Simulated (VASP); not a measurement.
# BN (P1) in VASP: single point with LDA

Aim: the single point of BN with LDA.

All numbers are computed with VASP 6.6.1; they aren't measurements. Logs are shortened: lines on timing, memory, paths and dates and some standing lists are left out, and cuts for length are marked.

## 1. The cell of the first run

The typed cell holds 2 atoms: a = 2.508 Å, b = 2.508 Å, c = 3.274 Å, α = 101.11°, β = 101.11°, γ = 119.81°.

## 2. Single point, LDA

INCAR

```
SYSTEM = BN
PREC     = Accurate       ! precision mode
ENCUT    = 520            ! plane-wave cutoff, eV
EDIFF    = 1E-6           ! SCF threshold, eV
ISMEAR   = 0              ! smearing method
SIGMA    = 0.01           ! smearing width, eV
LREAL    = .False.        ! projectors in reciprocal space
LASPH    = .True.         ! aspherical terms in the spheres
NELM     = 60             ! most SCF steps
ALGO     = Normal         ! electronic algorithm
ISIF     = 2              ! what is computed and relaxed
LWAVE    = .False.        ! write WAVECAR
LCHARG   = .False.        ! write CHGCAR
NBANDS   = 11             ! bands
```

KPOINTS

```
regular mesh
0
Gamma
  10 10 8
  0 0 0
```

POSCAR

```
BN
1.0
    2.5080409200      0.0000000000      0.0000000000
   -1.2467107600      2.1762310400      0.0000000000
   -0.6306650800     -1.0881155200      3.0225400000
B N
1 1
Direct
    0.9796430000      0.9834990000      0.0018060000
    0.6685060000      0.3323850000      0.9849990000
```

Potentials or basis: VASP PAW LDA potentials, release 64 (B, N).

On the command line:

```
cat potpaw_LDA.64/B/POTCAR potpaw_LDA.64/N/POTCAR > POTCAR
mpirun -np 1 vasp_std > vasp.out
```

OUTCAR:

```text
SYSTEM = BN
   PREC = Accurate
   ENCUT = 520
   EDIFF = 1E-6
   ISMEAR = 0
   LREAL = .False.
   LASPH = .True.
   NELM = 60
   ISIF = 2

 ion  position               nearest neighbor table
   1  0.980  0.983  0.002-   2 1.40   2 1.43   2 1.52
   2  0.669  0.332  0.985-   1 1.40   1 1.43   1 1.52

  LATTYP: Found a face centered orthorhombic cell.
 ALAT       =     2.5153399993
 B/A-ratio  =     1.7253460737
 C/A-ratio  =     2.4032854412

  Lattice vectors:

 A1 = (  -1.8773758400,   1.0881155200,   3.0225400000)
 A2 = (   0.6306650800,   1.0881155200,   3.0225400000)
 A3 = (  -1.2467107600,   2.1762310400,   0.0000000000)

Analysis of symmetry for initial positions (statically):
=====================================================================
 Subroutine PRICEL returns:
 Original cell was already a primitive cell.

 Routine SETGRP: Setting up the symmetry group for a
 face centered orthorhombic supercell.

 Subroutine GETGRP returns: Found  1 space group operations
 (whereof  1 operations were pure point group operations)
 out of a pool of  8 trial point group operations.

The static configuration has the point symmetry C_1 .

Analysis of symmetry for dynamics (positions and initial velocities):
=====================================================================
 Subroutine PRICEL returns:
 Original cell was already a primitive cell.

 Routine SETGRP: Setting up the symmetry group for a
 face centered orthorhombic supercell.

 Subroutine GETGRP returns: Found  1 space group operations
 (whereof  1 operations were pure point group operations)
 out of a pool of  8 trial point group operations.

The dynamic configuration has the point symmetry C_1 .

 Subroutine INISYM returns: Found  1 space group operations
 (whereof  1 operations are pure point group operations),
 and found     1 'primitive' translations

----------------------------------------------------------------------------------------

                                     Primitive cell

  volume of cell :      16.4973

  direct lattice vectors                    reciprocal lattice vectors
     2.508040920  0.000000000  0.000000000     0.398717578  0.228415772  0.165423783
    -1.246710760  2.176231040  0.000000000     0.000000000  0.459510034  0.165423783
    -0.630665080 -1.088115520  3.022540000     0.000000000  0.000000000  0.330847565

  length of vectors
     2.508040920  2.508040920  3.273756539     0.488379463  0.488379463  0.330847565

  position of ions in fractional coordinates (direct lattice)
     0.979643000  0.983499000  0.001806000
     0.668506000  0.332385000  0.984999000

  ion indices of the primitive-cell ions
   primitive index   ion index
                 1           1
                 2           2

----------------------------------------------------------------------------------------

 KPOINTS: regular mesh

Automatic generation of k-mesh.
 Grid dimensions read from file:
 generate k-points for:   10   10    8

 Generating k-lattice:

  Cartesian coordinates                     Fractional coordinates (reciprocal lattice)
     0.039871758  0.022841577  0.016542378     0.100000000 -0.000000000  0.000000000
     0.000000000  0.045951003  0.016542378     0.000000000  0.100000000  0.000000000
     0.000000000  0.000000000  0.041355946     0.000000000  0.000000000  0.125000000

  Length of vectors
     0.048837946  0.048837946  0.041355946

  Shift w.r.t. Gamma in fractional coordinates (k-lattice)
     0.000000000  0.000000000  0.000000000

 -----------------------------------------------------------------------------
|                                                                             |
|           W    W    AA    RRRRR   N    N  II  N    N   GGGG   !!!           |
|           W    W   A  A   R    R  NN   N  II  NN   N  G    G  !!!           |
|           W    W  A    A  R    R  N N  N  II  N N  N  G       !!!           |
|           W WW W  AAAAAA  RRRRR   N  N N  II  N  N N  G  GGG   !            |
|           WW  WW  A    A  R   R   N   NN  II  N   NN  G    G                |
|           W    W  A    A  R    R  N    N  II  N    N   GGGG   !!!           |
|                                                                             |
|     Your reciprocal lattice and k-lattice belong to different lattice       |
|     classes:                                                                |
|                                                                             |
|        The reciprocal lattice is body-centered orthorhombic,                |
|        whereas your k-lattice is base-centered monoclinic.                  |
|                                                                             |
|     Results are often still useful ...                                      |
|                                                                             |
 -----------------------------------------------------------------------------

 WARNING: IBZKPT: internal override: KBLOWUP is changed to .FALSE.
      ... skipping the blow-up phase ...

 Subroutine IBZKPT returns following result:
 ===========================================

 Found    404 irreducible k-points:

 Following reciprocal coordinates:
            Coordinates               Weight
  0.000000  0.000000  0.000000      1.000000
  0.100000 -0.000000 -0.000000      2.000000
  0.200000 -0.000000 -0.000000      2.000000
  0.300000  0.000000  0.000000      2.000000
  0.400000 -0.000000 -0.000000      2.000000
  0.500000 -0.000000  0.000000      1.000000
[... 16 lines left out ...]
 -0.400000  0.200000  0.000000      2.000000
 -0.300000  0.200000  0.000000      2.000000
 [... further k-points ...]
   k-points           NKPTS =    404   k-points in BZ     NKDIM =    404   number of bands    NBANDS=     11
   number of dos      NEDOS =    301   number of ions     NIONS =      2
   total plane-waves  NPLWV =   9600
   dimension x,y,z NGX =    20 NGY =   20 NGZ =   24
   dimension x,y,z NGXF=    40 NGYF=   40 NGZF=   48
   ions per type =               1   1
   NGX,Y,Z   is equivalent  to a cutoff of  13.26, 13.26, 12.19 a.u.
   NGXF,Y,Z  is equivalent  to a cutoff of  26.51, 26.51, 24.38 a.u.
 SYSTEM =  BN
   PREC   = accura    normal or accurate (medium, high low for compatibility)
   ISTART =      0    job   : 0-new  1-cont  2-samecut
   ICHARG =      2    charge: 1-file 2-atom 10-const
   ISPIN  =      1    spin polarized calculation?
   LNONCOLLINEAR =      F non collinear calculations
   LSORBIT =      F    spin-orbit coupling
   LASPH  =      T    aspherical Exc in radial PAW
   ENCUT  =  520.0 eV  38.22 Ry    6.18 a.u.   4.66  4.66  6.09*2*pi/ulx,y,z
   NELM   =     60;   NELMIN=  2; NELMDL= -5     # of ELM steps
   EDIFF  = 0.1E-05   stopping-criterion for ELM
   LREAL  =      F    real-space projection
   EDIFFG = 0.1E-04   stopping-criterion for IOM
   NSW    =      0    number of steps for IOM
   IBRION =     -1    ionic relax: 0-MD 1-quasi-New 2-CG
   NFREE  =      0    steps in history (QN), initial steepest desc. (CG)
   ISIF   =      2    stress and relaxation
   ISYM   =      2    0-nonsym 1-usesym 2-fastsym
   POTIM  = 0.5000    time-step for ionic-motion
   TEBEG  =    0.0;   TEEND  =   0.0 temperature during run
   PSTRESS=    0.0 pullay stress
   NELECT =       8.0000    total number of electrons
   NUPDOWN=      -1.0000    fix difference up-down
   EMIN   =  10.00;   EMAX   =-10.00  energy-range for DOS
   EFERMI =   0.00;   METHOD = LEGACY
   ISMEAR =     0;   SIGMA  =   0.01  broadening in eV -4-tet -1-fermi 0-gaus
   EFERMI_NEDOS =   21; number of points for ismear=-14 and -15
   IALGO  =     38    algorithm
   IMIX   =      4    mixing-type and parameters
     AMIX     =   0.40;   BMIX     =  1.00
     AMIX_MAG =   1.60;   BMIX_MAG =  1.00
  volume/ion in A,a.u.               =       8.25        55.66
  Fermi-wavevector in a.u.,A,eV,Ry     =   1.286178  2.430523 22.507475  1.654253
  Thomas-Fermi vector in A             =   2.418268
   LORBIT       =      0    0 simple, 1 ext, 2 COOP (PROOUT), +10 PAW based schemes
   GGA     = CA    functional components
   LHFCALC =     F    Hartree Fock is set to
   AEXX    =    0.0000 exact exchange contribution
   IVDW    =     0    specifies the selected vdW correction
   LEPSILON=     F    determine dielectric tensor
   LRPA    =     F    only Hartree local field effects (RPA)
 non-spin polarized calculation
 Gauss-broadening in eV      SIGMA  =   0.01
  energy-cutoff  :      520.00
  volume of cell :       16.50
 maximum number of plane-waves:       460
   NGX =  9   NGY =  9   NGZ = 13

 number of electron       8.0000000 magnetization

 Free energy of the ion-electron system (eV)
  ---------------------------------------------------
  ext. energy  EPLUGINS =         0.00000000
  ---------------------------------------------------
  free energy    TOTEN  =       -19.15468033 eV

  energy without entropy =      -19.15468033  energy(sigma->0) =      -19.15468033

 E-fermi :   3.5359     XC(G=0): -11.0918

 val. band max:        3.3778405488   @ k =   0.4000   0.4000   0.1250
 cond. band min:       5.9488246937   @ k =   0.5000   0.5000   0.5000
 fundamental gap:      2.5709841448
 Fermi energy:         3.5359205730

 k-point     1 :       0.0000    0.0000    0.0000
  band No.  band energies     occupation
      1     -14.7685      2.00000
      2      -0.5022      2.00000
      3       0.8271      2.00000
      4       2.4490      2.00000
      5       8.5532      0.00000
      6      13.3703      0.00000
      7      15.4805      0.00000
      8      16.0356      0.00000
      9      18.2039      0.00000
     10      28.3330      0.00000
     11      30.3378      0.00000

 k-point     2 :       0.1000   -0.0000   -0.0000
  band No.  band energies     occupation
      1     -14.5548      2.00000
      2      -0.3973      2.00000
      3       0.5174      2.00000
      4       1.5629      2.00000
      5       9.0747      0.00000
      6      13.5044      0.00000
      7      15.3585      0.00000
      8      16.2557      0.00000
      9      18.6770      0.00000
     10      27.3016      0.00000
     11      28.8785      0.00000

 k-point     3 :       0.2000   -0.0000   -0.0000
  band No.  band energies     occupation
      1     -13.9316      2.00000
      2      -0.6221      2.00000
      3      -0.1018      2.00000
      4       0.0159      2.00000
      5      10.2384      0.00000
      6      13.4424      0.00000
      7      13.9956      0.00000
      8      18.2821      0.00000
      9      19.8973      0.00000
     10      24.1299      0.00000
     11      28.6821      0.00000

 k-point     4 :       0.3000    0.0000    0.0000
  band No.  band energies     occupation
      1     -12.9695      2.00000
      2      -2.8653      2.00000
      3      -0.8552      2.00000
      4       0.5620      2.00000
      5      10.5238      0.00000
      6      12.3525      0.00000
      7      14.4472      0.00000
      8      20.7126      0.00000
      9      21.3344      0.00000
     10      22.5123      0.00000
     11      27.3917      0.00000
[... 239 lines left out ...]
 k-point    22 :       0.5000    0.2000    0.0000
  band No.  band energies     occupation
      1     -11.5300      2.00000
      2      -4.6879      2.00000
      3      -2.9155      2.00000
      4       2.1365      2.00000
      5       8.8901      0.00000
      6      14.0235      0.00000
      7      15.9756      0.00000
      8      18.3813      0.00000
      9      21.1103      0.00000
     10      24.6746      0.00000
     11      27.3239      0.00000

 k-point    23 :      -0.4000    0.2000    0.0000
  band No.  band energies     occupation
      1     -12.5258      2.00000
      2      -3.5065      2.00000
      3      -1.8546      2.00000
      4       1.5306      2.00000
      5      10.5201      0.00000
      6      12.8107      0.00000
      7      14.8814      0.00000
      8      18.9013      0.00000
      9      20.6947      0.00000
     10      23.3316      0.00000
     11      27.6409      0.00000

 k-point    24 :      -0.3000    0.2000    0.0000
  band No.  band energies     occupation
      1     -13.4203      2.00000
      2      -2.4004      2.00000
      3      -0.3184      2.00000
      4       0.9018      2.00000
      5      10.6393      0.00000
      6      12.8735      0.00000
      7      14.0321      0.00000
      8      18.9758      0.00000
      9      20.8961      0.00000
     10      23.0165      0.00000
     11      27.9500      0.00000

 [... further k-points ...]

------------------------ aborting loop because EDIFF is reached ----------------------------------------

  FORCE on cell =-STRESS in cart. coord.  units (eV):
  Direction    XX          YY          ZZ          XY          YZ          ZX
  --------------------------------------------------------------------------------------
  -------------------------------------------------------------------------------------
  Total       -1.3009415     -0.1077178      0.3263526     -0.4990241      0.1207006      0.0541275
  in kB     -126.3445962    -10.4613126     31.6946555    -48.4641349     11.7221803      5.2567479
  external PRESSURE =     -35.0370845 kB  Pullay stress =       0.0000000 kB

 VOLUME and BASIS-vectors are now :
 -----------------------------------------------------------------------------
  energy-cutoff  :      520.00
  volume of cell :       16.50
      direct lattice vectors                 reciprocal lattice vectors
     2.508040920  0.000000000  0.000000000     0.398717578  0.228415772  0.165423783
    -1.246710760  2.176231040  0.000000000     0.000000000  0.459510034  0.165423783
    -0.630665080 -1.088115520  3.022540000     0.000000000  0.000000000  0.330847565

 POSITION                                       TOTAL-FORCE (eV/Angst)
 -----------------------------------------------------------------------------------
      1.22971      2.13836      0.00546         1.638639      2.053165     -0.615699
      0.64105     -0.34845      2.97720        -1.638639     -2.053165      0.615699
 -----------------------------------------------------------------------------------
    total drift:                               -0.000263     -0.000103     -0.000211

  FREE ENERGIE OF THE ION-ELECTRON SYSTEM (eV)
  ---------------------------------------------------
  free  energy   TOTEN  =       -19.1546803311 eV

  energy  without entropy=      -19.1546803311  energy(sigma->0) =      -19.15468033
```

Run time: 62 s. Hardware: 1 thread of AMD EPYC 7R13 (Zen 3), shared host; peak memory 0.14 GiB.

Results:

```yaml
Free_energy: -19.1547 eV
Pressure: -3.5 GPa
Largest_force: 2.698 eV/Å
Band_gap_on_the_k_mesh: 2.57 eV, indirect (least direct gap 4.45 eV)
```

Forces on the atoms (eV/Å):
```
B    1.639  2.053 -0.616
N   -1.639 -2.053  0.616
```

Levels at points of the mesh, in eV from the valence-band top:
```tsv
k point	band 1	band 2	band 3	band 4	band 5	band 6	band 7	band 8
(0.00, 0.00, 0.00)	-18.15	-3.88	-2.55	-0.93	5.18	9.99	12.10	12.66
(0.50, 0.00, 0.00)	-14.68	-9.14	-4.94	-1.70	4.65	9.36	13.26	16.79
(0.00, 0.50, 0.00)	-14.85	-9.37	-4.20	-1.17	3.54	9.48	13.54	16.85
(0.50, 0.50, 0.00)	-14.94	-9.57	-4.35	-0.21	6.01	8.90	12.04	14.25
(0.00, 0.00, 0.50)	-17.54	-7.22	-2.57	-0.97	9.71	10.45	12.09	12.44
(0.50, 0.00, 0.50)	-14.67	-9.15	-4.94	-1.59	4.32	9.41	13.50	17.00
(0.00, 0.50, 0.50)	-14.85	-9.36	-4.20	-1.27	3.76	9.42	13.41	16.70
(0.50, 0.50, 0.50)	-14.59	-9.01	-4.50	-2.33	2.57	9.01	15.05	19.32
```

Caveat: forces of over 1 eV/Å act on the atoms, so gaps and moduli don't describe the material at rest.
